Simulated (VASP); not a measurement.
# WS2 (C2) in VASP: single point with PBE

Aim: the single point of WS2 with PBE.

Program: VASP 6.6.1. These are calculated values, not measurements. Logs are shortened: lines on timing, memory, paths and dates and some standing lists are left out, and cuts for length are marked.

### 1 The cell of the first run

The structure is monoclinic, space group C2 (No. 5). Conventional cell: a = 3.306 Å, b = 5.499 Å, c = 12.464 Å, α = 90.00°, β = 92.60°, γ = 90.00°. W (site symmetry 2) has 6 S at 2.45 to 2.62 Å and 6 W at 3.21 to 3.31 Å within 3.4 Å. Within 2.9 Å of W (site symmetry 2) lie 6 S at 2.18 to 2.48 Å. Within 3.0 Å of S (site symmetry 1) lie 3 W at 2.19 to 2.48 Å and 1 S at 2.92 Å. S (site symmetry 1) has 3 W at 2.45 to 2.62 Å and 9 S at 3.21 to 3.49 Å within 3.5 Å.

### 2 Single point, PBE (strained and its atoms moved)

INCAR reads:

```
PREC = Accurate ; ENCUT = 520
EDIFF = 1E-7 ; ISMEAR = 0
SIGMA = 0.02 ; LREAL = F
LASPH = T ; NELM = 80
ALGO = Normal ; ISIF = 2
LWAVE = F ; LCHARG = F
GGA = PE ; NBANDS = 35
```

KPOINTS reads:

```
regular mesh
0
Gamma
  12 12 4
```

POSCAR reads:

```
WS2
1.0
    3.2074748576      0.0563813940      0.0367289961
   -1.5549097093      2.8059375829      0.0367147118
    0.1443750000      0.2500000000     12.4602500000
W S
2 4
Direct
    0.3455076318      0.6544923682      0.2500000000
    0.6424104773      0.3575895227      0.7500000000
    0.3659445080      0.6721733386      0.6326946448
    0.6792880583      0.3609773369      0.1098518682
    0.3278266614      0.6340554920      0.8673053552
    0.6390226631      0.3207119417      0.3901481318
```

Potentials or basis: VASP PAW PBE potentials, release 64 (W_sv, S).

The run is started by

```sh
$ cat potpaw_PBE.64/W_sv/POTCAR potpaw_PBE.64/S/POTCAR > POTCAR
$ mpirun -np 1 vasp_std > vasp.out
```

OUTCAR:

```text
PREC = Accurate
   ENCUT = 520
   EDIFF = 1E-7
   ISMEAR = 0
   LREAL = F
   LASPH = T
   NELM = 80
   ISIF = 2
   GGA = PE

 ion  position               nearest neighbor table
   1  0.346  0.654  0.250-   4 2.45   6 2.45   6 2.60   4 2.60   6 2.62   4 2.62
   2  0.642  0.358  0.750-   5 2.18   3 2.19   3 2.47   5 2.47   3 2.48   5 2.48
   3  0.366  0.672  0.633-   2 2.19   2 2.47   2 2.48
   4  0.679  0.361  0.110-   1 2.45   1 2.60   1 2.62
   5  0.328  0.634  0.867-   2 2.18   2 2.47   2 2.48
   6  0.639  0.321  0.390-   1 2.45   1 2.60   1 2.62

  LATTYP: Found a base centered monoclinic cell.
 ALAT       =     3.3059394237
 B/A-ratio  =     1.6634074032
 C/A-ratio  =     3.7700612004
 COS(beta)  =    -0.0453669776

  Lattice vectors:

 A1 = (  -3.2074748576,  -0.0563813940,  -0.0367289961)
 A2 = (   1.5549097093,  -2.8059375829,  -0.0367147118)
 A3 = (   0.1443750000,   0.2500000000,  12.4602500000)

Analysis of symmetry for initial positions (statically):
=====================================================================
 Subroutine PRICEL returns:
 Original cell was already a primitive cell.

 Routine SETGRP: Setting up the symmetry group for a
 base centered monoclinic supercell.

 Subroutine GETGRP returns: Found  2 space group operations
 (whereof  1 operations were pure point group operations)
 out of a pool of  4 trial point group operations.

The static configuration has the point symmetry C_1 .
 The point group associated with its full space group is C_2 .

Analysis of symmetry for dynamics (positions and initial velocities):
=====================================================================
 Subroutine PRICEL returns:
 Original cell was already a primitive cell.

 Routine SETGRP: Setting up the symmetry group for a
 base centered monoclinic supercell.

 Subroutine GETGRP returns: Found  2 space group operations
 (whereof  1 operations were pure point group operations)
 out of a pool of  4 trial point group operations.

The dynamic configuration has the point symmetry C_1 .
 The point group associated with its full space group is C_2 .

 Subroutine INISYM returns: Found  2 space group operations
 (whereof  1 operations are pure point group operations),
 and found     1 'primitive' translations

----------------------------------------------------------------------------------------

                                     Primitive cell

  volume of cell :     113.1760

  direct lattice vectors                    reciprocal lattice vectors
     3.207474858  0.056381394  0.036728996     0.308842037  0.171236526 -0.007014161
    -1.554909709  2.805937583  0.036714712    -0.006126246  0.353084023 -0.007013224
     0.144375000  0.250000000 12.460250000    -0.000892320 -0.001545131  0.080296552

  length of vectors
     3.208180613  3.208173607 12.463593952     0.353206102  0.353206799  0.080316374

  position of ions in fractional coordinates (direct lattice)
     0.345507632  0.654492368  0.250000000
     0.642410477  0.357589523  0.750000000
     0.365944508  0.672173339  0.632694645
     0.679288058  0.360977337  0.109851868
     0.327826661  0.634055492  0.867305355
     0.639022663  0.320711942  0.390148132

  ion indices of the primitive-cell ions
   primitive index   ion index
                 1           1
                 2           2
                 3           3
                 4           4
                 5           5
                 6           6

----------------------------------------------------------------------------------------

 KPOINTS: regular mesh

Automatic generation of k-mesh.
 Grid dimensions read from file:
 generate k-points for:   12   12    4

 Generating k-lattice:

  Cartesian coordinates                     Fractional coordinates (reciprocal lattice)
     0.025736836  0.014269711 -0.000584513     0.083333333  0.000000000  0.000000000
    -0.000510521  0.029423669 -0.000584435     0.000000000  0.083333333  0.000000000
    -0.000223080 -0.000386283  0.020074138     0.000000000  0.000000000  0.250000000

  Length of vectors
     0.029433842  0.029433900  0.020079093

  Shift w.r.t. Gamma in fractional coordinates (k-lattice)
     0.000000000  0.000000000  0.000000000

 Subroutine IBZKPT returns following result:
 ===========================================

 Found    164 irreducible k-points:

 Following reciprocal coordinates:
            Coordinates               Weight
  0.000000  0.000000  0.000000      1.000000
  0.083333  0.000000 -0.000000      4.000000
  0.166667  0.000000  0.000000      4.000000
  0.250000  0.000000  0.000000      4.000000
  0.333333  0.000000  0.000000      4.000000
  0.416667  0.000000  0.000000      4.000000
[... 16 lines left out ...]
  0.500000  0.166667  0.000000      4.000000
 -0.416667  0.166667 -0.000000      4.000000
 [... further k-points ...]
   k-points           NKPTS =    164   k-points in BZ     NKDIM =    164   number of bands    NBANDS=     35
   number of dos      NEDOS =    301   number of ions     NIONS =      6
   total plane-waves  NPLWV =  55296
   dimension x,y,z NGX =    24 NGY =   24 NGZ =   96
   dimension x,y,z NGXF=    48 NGYF=   48 NGZF=  192
   ions per type =               2   4
   NGX,Y,Z   is equivalent  to a cutoff of  12.44, 12.44, 12.80 a.u.
   NGXF,Y,Z  is equivalent  to a cutoff of  24.87, 24.87, 25.61 a.u.
 SYSTEM =  unknown system
   PREC   = accura    normal or accurate (medium, high low for compatibility)
   ISTART =      0    job   : 0-new  1-cont  2-samecut
   ICHARG =      2    charge: 1-file 2-atom 10-const
   ISPIN  =      1    spin polarized calculation?
   LNONCOLLINEAR =      F non collinear calculations
   LSORBIT =      F    spin-orbit coupling
   LASPH  =      T    aspherical Exc in radial PAW
   ENCUT  =  520.0 eV  38.22 Ry    6.18 a.u.   5.97  5.97 23.17*2*pi/ulx,y,z
   NELM   =     80;   NELMIN=  2; NELMDL= -5     # of ELM steps
   EDIFF  = 0.1E-06   stopping-criterion for ELM
   LREAL  =      F    real-space projection
   EDIFFG = 0.1E-05   stopping-criterion for IOM
   NSW    =      0    number of steps for IOM
   IBRION =     -1    ionic relax: 0-MD 1-quasi-New 2-CG
   NFREE  =      0    steps in history (QN), initial steepest desc. (CG)
   ISIF   =      2    stress and relaxation
   ISYM   =      2    0-nonsym 1-usesym 2-fastsym
   POTIM  = 0.5000    time-step for ionic-motion
   TEBEG  =    0.0;   TEEND  =   0.0 temperature during run
   PSTRESS=    0.0 pullay stress
   NELECT =      52.0000    total number of electrons
   NUPDOWN=      -1.0000    fix difference up-down
   EMIN   =  10.00;   EMAX   =-10.00  energy-range for DOS
   EFERMI =   0.00;   METHOD = LEGACY
   ISMEAR =     0;   SIGMA  =   0.02  broadening in eV -4-tet -1-fermi 0-gaus
   EFERMI_NEDOS =   21; number of points for ismear=-14 and -15
   IALGO  =     38    algorithm
   IMIX   =      4    mixing-type and parameters
     AMIX     =   0.40;   BMIX     =  1.00
     AMIX_MAG =   1.60;   BMIX_MAG =  1.00
  volume/ion in A,a.u.               =      18.86       127.29
  Fermi-wavevector in a.u.,A,eV,Ry     =   1.263255  2.387207 21.712371  1.595814
  Thomas-Fermi vector in A             =   2.396622
   LORBIT       =      0    0 simple, 1 ext, 2 COOP (PROOUT), +10 PAW based schemes
   GGA     = PE    functional components
   LHFCALC =     F    Hartree Fock is set to
   AEXX    =    0.0000 exact exchange contribution
   IVDW    =     0    specifies the selected vdW correction
   LEPSILON=     F    determine dielectric tensor
   LRPA    =     F    only Hartree local field effects (RPA)
 non-spin polarized calculation
 Gauss-broadening in eV      SIGMA  =   0.02
  energy-cutoff  :      520.00
  volume of cell :      113.18
 maximum number of plane-waves:      3075
   NGX = 11   NGY = 11   NGZ = 47

 number of electron      52.0000007 magnetization

 Free energy of the ion-electron system (eV)
  ---------------------------------------------------
  ext. energy  EPLUGINS =         0.00000000
  ---------------------------------------------------
  free energy    TOTEN  =       -45.65232043 eV

  energy without entropy =      -45.65232043  energy(sigma->0) =      -45.65232043

 E-fermi :   6.8292     XC(G=0): -10.6623

 val. band max:        6.7020903692   @ k =   0.0000   0.0000   0.0000
 cond. band min:       7.2994306545   @ k =  -0.3333  -0.3333   0.2500
 fundamental gap:      0.5973402853
 Fermi energy:         6.8291953318

 k-point     1 :       0.0000    0.0000    0.0000
  band No.  band energies     occupation
      1     -68.0752      2.00000
      2     -67.9430      2.00000
      3     -32.2592      2.00000
      4     -32.2255      2.00000
      5     -32.1350      2.00000
      6     -32.1185      2.00000
[... 27 lines left out ...]
     34      10.0212      0.00000
     35      11.1657      0.00000

 k-point     2 :       0.0833    0.0000   -0.0000
  band No.  band energies     occupation
      1     -68.0744      2.00000
      2     -67.9421      2.00000
      3     -32.2558      2.00000
      4     -32.2229      2.00000
      5     -32.1489      2.00000
      6     -32.1281      2.00000
[... 27 lines left out ...]
     34      10.1205      0.00000
     35      11.6177      0.00000

 k-point     3 :       0.1667    0.0000    0.0000
  band No.  band energies     occupation
      1     -68.0723      2.00000
      2     -67.9398      2.00000
      3     -32.2464      2.00000
      4     -32.2158      2.00000
      5     -32.1994      2.00000
      6     -32.1530      2.00000
[... 27 lines left out ...]
     34      10.4221      0.00000
     35      12.3691      0.00000
[... 723 lines left out ...]
 k-point    23 :       0.5000    0.1667    0.0000
  band No.  band energies     occupation
      1     -68.0633      2.00000
      2     -67.9295      2.00000
      3     -32.3957      2.00000
      4     -32.2954      2.00000
      5     -32.2205      2.00000
      6     -32.2044      2.00000
[... 27 lines left out ...]
     34      11.5719      0.00000
     35      11.9475      0.00000

 k-point    24 :      -0.4167    0.1667   -0.0000
  band No.  band energies     occupation
      1     -68.0648      2.00000
      2     -67.9312      2.00000
      3     -32.3709      2.00000
      4     -32.2646      2.00000
      5     -32.2114      2.00000
      6     -32.1978      2.00000
[... 27 lines left out ...]
     34      11.8503      0.00000
     35      12.2132      0.00000

 [... further k-points ...]

------------------------ aborting loop because EDIFF is reached ----------------------------------------

  FORCE on cell =-STRESS in cart. coord.  units (eV):
  Direction    XX          YY          ZZ          XY          YZ          ZX
  --------------------------------------------------------------------------------------
  -------------------------------------------------------------------------------------
  Total        0.8359248     -4.1737920      0.2457788     -4.3385521     -0.5537863     -0.3197175
  in kB       11.8337794    -59.0863365      3.4793701    -61.4187650     -7.8396825     -4.5260841
  external PRESSURE =     -14.5910623 kB  Pullay stress =       0.0000000 kB

 VOLUME and BASIS-vectors are now :
 -----------------------------------------------------------------------------
  energy-cutoff  :      520.00
  volume of cell :      113.18
      direct lattice vectors                 reciprocal lattice vectors
     3.207474858  0.056381394  0.036728996     0.308842037  0.171236526 -0.007014161
    -1.554909709  2.805937583  0.036714712    -0.006126246  0.353084023 -0.007013224
     0.144375000  0.250000000 12.460250000    -0.000892320 -0.001545131  0.080296552

 POSITION                                       TOTAL-FORCE (eV/Angst)
 -----------------------------------------------------------------------------------
      0.12662      1.91844      3.15178        -1.205776      0.696153     -0.000004
      1.61278      1.22709      9.38191         5.176567     -2.988684      0.000016
      0.21993      2.06488      7.92165        -2.553762      1.542745     -2.784359
      1.63337      1.07864      1.40698         0.584146     -0.369150      2.815764
      0.19081      2.01443     10.84216        -2.612929      1.440236      2.784344
      1.60730      1.03346      4.89659         0.611754     -0.321301     -2.815760
 -----------------------------------------------------------------------------------
    total drift:                               -0.000130      0.000101     -0.000027

  FREE ENERGIE OF THE ION-ELECTRON SYSTEM (eV)
  ---------------------------------------------------
  free  energy   TOTEN  =       -45.6523204294 eV

  energy  without entropy=      -45.6523204294  energy(sigma->0) =      -45.65232043
```

It took 14 min on 1 thread of Oxide Virtual Turin-like, shared host; peak memory 0.55 GiB.

What came out:

```yaml
Free_energy: -45.6523 eV
Pressure: -1.5 GPa
Largest_force: 5.977 eV/Å
Band_gap_on_the_k_mesh: 0.60 eV (least direct gap 0.61 eV)
```

Forces in eV/Å, atoms in the order of the input:
```
W   -1.206  0.696  0.000
W    5.177 -2.989  0.000
S   -2.554  1.543 -2.784
S    0.584 -0.369  2.816
S   -2.613  1.440  2.784
S    0.612 -0.321 -2.816
```

Stress tensor (GPa, compression positive):
```
 1.18 -6.14 -0.45
-6.14 -5.91 -0.78
-0.45 -0.78  0.35
```

Levels at points of the mesh, in eV from the valence-band top:
```
           k point  band 23  band 24  band 25  band 26  band 27  band 28  band 29  band 30
(0.00, 0.00, 0.00)    -1.21    -1.15    -1.10     0.00     0.61     1.54     1.80     1.93
(0.50, 0.00, 0.00)    -2.26    -1.67    -0.92    -0.86     1.88     2.19     2.26     2.30
(0.50, 0.50, 0.00)    -2.54    -2.02    -1.57    -1.43     1.61     2.21     2.28     2.44
(0.00, 0.00, 0.50)    -1.67    -1.13    -0.53    -0.06     0.61     1.54     1.86     1.94
(0.50, 0.00, 0.50)    -2.19    -1.68    -0.93    -0.86     1.88     2.20     2.33     2.42
(0.50, 0.50, 0.50)    -2.54    -1.97    -1.57    -1.43     1.61     2.27     2.28     2.44
```

Caveat: the cell differs from its parent crystal (strained and its atoms moved); spin-orbit coupling is left out, which moves the levels of the heavy elements; this functional lacks dispersion, which binds the layers, so the pressure and a relaxed spacing across them are unreliable; forces of over 1 eV/Å act on the atoms, so gaps and moduli don't describe the material at rest. A k mesh can miss the band edges.
